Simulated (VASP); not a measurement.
# Sb (Pm-3m) in VASP: notebook

Sb is run at these levels: LDA; tasks: single point, relaxation of cell and atoms.

Everything below comes from runs of VASP 6.6.1. Logs are shortened: lines on timing, memory, paths and dates and some standing lists are left out, and cuts for length are marked.

### 1 The cell of the first run

Symmetry: Pm-3m, No. 221, cubic system. The conventional cell has a = 3.072 Å, b = 3.072 Å, c = 3.072 Å, α = 90.00°, β = 90.00°, γ = 90.00°. Within 4.0 Å of Sb (site symmetry m-3m) lie 6 Sb at 3.07 Å.

This isn't the form of Sb at room conditions, which is rhombohedral.

### 2 Single point, LDA (28.98 Å³/atom)

INCAR reads:

```
PREC = Accurate
ENCUT = 500
EDIFF = 1E-6
ISMEAR = 0
SIGMA = 0.1
LREAL = False
LASPH = True
NELM = 120
ALGO = Normal
ISIF = 2
LWAVE = False
LCHARG = False
GGA = CA
NBANDS = 8
GGA_COMPAT = False
```

KPOINTS reads:

```
regular mesh
0
Gamma
  14 14 14
```

POSCAR reads:

```
Sb
1.0
    3.0716934245      0.0000000000      0.0000000000
    0.0000000000      3.0716934245      0.0000000000
    0.0000000000      0.0000000000      3.0716934245
Sb
1
Direct
    0.0000000000      0.0000000000      0.0000000000
```

Potentials or basis: VASP PAW LDA potentials, release 64 (Sb).

Run with:

```sh
$ cat potpaw_LDA.64/Sb/POTCAR > POTCAR
$ mpirun -np 1 vasp_std > vasp.out
```

OUTCAR:

```text
PREC = Accurate
   ENCUT = 500
   EDIFF = 1E-6
   ISMEAR = 0
   LREAL = False
   LASPH = True
   NELM = 120
   ISIF = 2
   GGA = CA

 ion  position               nearest neighbor table
   1  0.000  0.000  0.000-

  LATTYP: Found a simple cubic cell.
 ALAT       =     3.0716934245

  Lattice vectors:

 A1 = (   3.0716934245,   0.0000000000,   0.0000000000)
 A2 = (   0.0000000000,   3.0716934245,   0.0000000000)
 A3 = (   0.0000000000,   0.0000000000,   3.0716934245)

Analysis of symmetry for initial positions (statically):
=====================================================================
 Subroutine PRICEL returns:
 Original cell was already a primitive cell.

 Routine SETGRP: Setting up the symmetry group for a
 simple cubic supercell.

 Subroutine GETGRP returns: Found 48 space group operations
 (whereof 48 operations were pure point group operations)
 out of a pool of 48 trial point group operations.

The static configuration has the point symmetry O_h .

Analysis of symmetry for dynamics (positions and initial velocities):
=====================================================================
 Subroutine PRICEL returns:
 Original cell was already a primitive cell.

 Routine SETGRP: Setting up the symmetry group for a
 simple cubic supercell.

 Subroutine GETGRP returns: Found 48 space group operations
 (whereof 48 operations were pure point group operations)
 out of a pool of 48 trial point group operations.

The dynamic configuration has the point symmetry O_h .

 Subroutine INISYM returns: Found 48 space group operations
 (whereof 48 operations are pure point group operations),
 and found     1 'primitive' translations

----------------------------------------------------------------------------------------

                                     Primitive cell

  volume of cell :      28.9824

  direct lattice vectors                    reciprocal lattice vectors
     3.071693424  0.000000000  0.000000000     0.325553322  0.000000000  0.000000000
     0.000000000  3.071693424  0.000000000     0.000000000  0.325553322  0.000000000
     0.000000000  0.000000000  3.071693424     0.000000000  0.000000000  0.325553322

  length of vectors
     3.071693424  3.071693424  3.071693424     0.325553322  0.325553322  0.325553322

  position of ions in fractional coordinates (direct lattice)
     0.000000000  0.000000000  0.000000000

  ion indices of the primitive-cell ions
   primitive index   ion index
                 1           1
[... 74 lines left out ...]
   EDIFFG = 0.1E-04   stopping-criterion for IOM
   NSW    =      0    number of steps for IOM
   IBRION =     -1    ionic relax: 0-MD 1-quasi-New 2-CG
   NFREE  =      0    steps in history (QN), initial steepest desc. (CG)
   ISIF   =      2    stress and relaxation
   ISYM   =      2    0-nonsym 1-usesym 2-fastsym
   POTIM  = 0.5000    time-step for ionic-motion
   TEBEG  =    0.0;   TEEND  =   0.0 temperature during run
   PSTRESS=    0.0 pullay stress
   NELECT =       5.0000    total number of electrons
   NUPDOWN=      -1.0000    fix difference up-down
   EMIN   =  10.00;   EMAX   =-10.00  energy-range for DOS
   EFERMI =   0.00;   METHOD = LEGACY
   ISMEAR =     0;   SIGMA  =   0.10  broadening in eV -4-tet -1-fermi 0-gaus
   EFERMI_NEDOS =   21; number of points for ismear=-14 and -15
   IALGO  =     38    algorithm
   IMIX   =      4    mixing-type and parameters
     AMIX     =   0.40;   BMIX     =  1.00
     AMIX_MAG =   1.60;   BMIX_MAG =  1.00
  volume/ion in A,a.u.               =      28.98       195.58
  Fermi-wavevector in a.u.,A,eV,Ry     =   0.911354  1.722209 11.300531  0.830566
  Thomas-Fermi vector in A             =   2.035623
   LORBIT       =      0    0 simple, 1 ext, 2 COOP (PROOUT), +10 PAW based schemes
   GGA     = CA    functional components
   LHFCALC =     F    Hartree Fock is set to
   AEXX    =    0.0000 exact exchange contribution
   IVDW    =     0    specifies the selected vdW correction
   LEPSILON=     F    determine dielectric tensor
   LRPA    =     F    only Hartree local field effects (RPA)
 non-spin polarized calculation
 Gauss-broadening in eV      SIGMA  =   0.10
  energy-cutoff  :      500.00
  volume of cell :       28.98
 maximum number of plane-waves:       756
 NGX is ok and might be reduce to    24
   NGX = 11   NGY = 11   NGZ = 11

 number of electron       4.9999999 magnetization

 Free energy of the ion-electron system (eV)
  ---------------------------------------------------
  ext. energy  EPLUGINS =         0.00000000
  ---------------------------------------------------
  free energy    TOTEN  =        -4.79102823 eV

  energy without entropy =       -4.78718918  energy(sigma->0) =       -4.78910870

 E-fermi :   7.3025     XC(G=0):  -9.9213

 val. band max:        7.2645190585   @ k =   0.4286   0.2857   0.2857
 cond. band min:       7.3032935034   @ k =   0.2143   0.2143   0.1429
 fundamental gap:      0.0387744449
 Fermi energy:         7.3024768968

 k-point     1 :       0.0000    0.0000    0.0000
  band No.  band energies     occupation
      1      -5.2591      2.00000
      2      10.6683      0.00000
      3      10.6683      0.00000
      4      10.6683      0.00000
      5      14.2908      0.00000
      6      14.2908      0.00000
      7      15.7380      0.00000
      8      24.0221      0.00000
[... 243 lines left out ...]
 k-point    24 :       0.3571    0.2143    0.0000
  band No.  band energies     occupation
      1      -2.8456      2.00000
      2       3.7158      2.00000
      3       7.8090      0.00000
      4      12.8681      0.00000
      5      14.4154      0.00000
      6      16.8810      0.00000
      7      20.0217      0.00000
      8      20.3729      0.00000

 [... further k-points ...]

------------------------ aborting loop because EDIFF is reached ----------------------------------------

  FORCE on cell =-STRESS in cart. coord.  units (eV):
  Direction    XX          YY          ZZ          XY          YZ          ZX
  --------------------------------------------------------------------------------------
  -------------------------------------------------------------------------------------
  Total       -0.2896152     -0.2896152     -0.2896152     -0.0000000      0.0000000     -0.0000000
  in kB      -16.0102601    -16.0102601    -16.0102601     -0.0000000      0.0000000     -0.0000000
  external PRESSURE =     -16.0102601 kB  Pullay stress =       0.0000000 kB

 VOLUME and BASIS-vectors are now :
 -----------------------------------------------------------------------------
  energy-cutoff  :      500.00
  volume of cell :       28.98
      direct lattice vectors                 reciprocal lattice vectors
     3.071693424  0.000000000  0.000000000     0.325553322  0.000000000  0.000000000
     0.000000000  3.071693424  0.000000000     0.000000000  0.325553322  0.000000000
     0.000000000  0.000000000  3.071693424     0.000000000  0.000000000  0.325553322

 POSITION                                       TOTAL-FORCE (eV/Angst)
 -----------------------------------------------------------------------------------
      0.00000      0.00000      0.00000         0.000000      0.000000      0.000000
 -----------------------------------------------------------------------------------
    total drift:                               -0.000000      0.000000      0.000000

  FREE ENERGIE OF THE ION-ELECTRON SYSTEM (eV)
  ---------------------------------------------------
  free  energy   TOTEN  =        -4.7910282293 eV

  energy  without entropy=       -4.7871891753  energy(sigma->0) =       -4.78910870
```

OSZICAR:

```text
N       E                     dE             d eps       ncg     rms          rms(c)
DAV:   1     0.469436397742E+01    0.46944E+01   -0.15750E+03  1928   0.389E+02
DAV:   2    -0.466879842193E+01   -0.93632E+01   -0.89656E+01  2728   0.521E+01
DAV:   3    -0.479572681324E+01   -0.12693E+00   -0.12633E+00  2320   0.676E+00
DAV:   4    -0.479623584214E+01   -0.50903E-03   -0.50901E-03  2816   0.528E-01
DAV:   5    -0.479623770877E+01   -0.18666E-05   -0.18668E-05  2400   0.220E-02    0.213E+00
DAV:   6    -0.479308104199E+01    0.31567E-02   -0.24761E-04  2784   0.101E-01    0.126E+00
DAV:   7    -0.479102027759E+01    0.20608E-02   -0.69767E-04  2240   0.162E-01    0.555E-02
DAV:   8    -0.479102775651E+01   -0.74789E-05   -0.17591E-05  2800   0.269E-02    0.411E-03
DAV:   9    -0.479102822931E+01   -0.47280E-06   -0.25402E-07  1600   0.348E-03
   1 F= -.47910282E+01 E0= -.47891087E+01  d E =-.383905E-02
```

It took 5.1 s on 1 thread of Intel Xeon 6975P-C (Granite Rapids), shared host; peak memory 0.14 GiB.

Results:

```yaml
Free_energy: -4.7910 eV
Pressure: -1.6 GPa
Band_gap_on_the_k_mesh: zero (an odd number of electrons rules out a gap without spin polarisation)
```

Caveat: spin-orbit coupling is left out, which moves the levels of the heavy elements.

(Continued in part 2 of 2.)
